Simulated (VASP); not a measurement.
AlN: single point with LDA

The system is AlN.

```xyz
4
Lattice="3.1505 0.0000 0.0000 -1.5753 2.7285 0.0000 0.0000 0.0000 4.8788" Properties=species:S:1:pos:R:3 pbc="T T T"
Al    0.0000    1.8190   -0.0199
Al    1.5753    0.9095    2.4195
N     0.0000    1.8190    1.8739
N     1.5753    0.9095    4.3133
```

This cell differs from its parent crystal: film at in-plane strain +0.02.

```json
{
 "Program": "VASP 6.6.1",
 "Task": "single point",
 "Functional": "LDA",
 "Potentials or basis": "VASP PAW LDA potentials, release 64 (Al, N)",
 "Cutoff": "520 eV",
 "k mesh": "8 × 8 × 4",
 "Occupations": "gaussian, width 0.01 eV",
 "Spin": "no spin polarisation"
}
```

The pressure is -5.3 GPa. The largest force is 0.007 eV/Å. The band gap on the k mesh is 4.00 eV.

Forces on the atoms (eV/Å):
```
Al   0.000  0.000 -0.007
Al   0.000  0.000 -0.007
N    0.000  0.000  0.007
N    0.000  0.000  0.007
```

Stress tensor (GPa, compression positive):
```
-8.18  0.00  0.00
 0.00 -8.18  0.00
 0.00  0.00  0.60
```

Levels at points of the mesh, in eV from the valence-band top:
```csv
k point,band 6,band 7,band 8,band 9,band 10,band 11
"(0.00, 0.00, 0.00)",-0.49,-0.49,0.00,4.00,6.01,10.40
"(0.50, 0.00, 0.00)",-2.46,-1.94,-0.90,5.28,5.73,7.82
"(0.00, 0.00, 0.50)",-0.87,-0.87,-0.87,6.08,6.08,10.05
"(0.50, 0.00, 0.50)",-1.77,-1.44,-1.44,5.08,5.08,8.87
```

Run time: 17 s on 1 thread of Intel Xeon 8259CL, on a shared host, peak memory 0.14 GiB.

Caveat: the cell differs from its parent crystal (film at in-plane strain +0.02); the cell stands under tension.
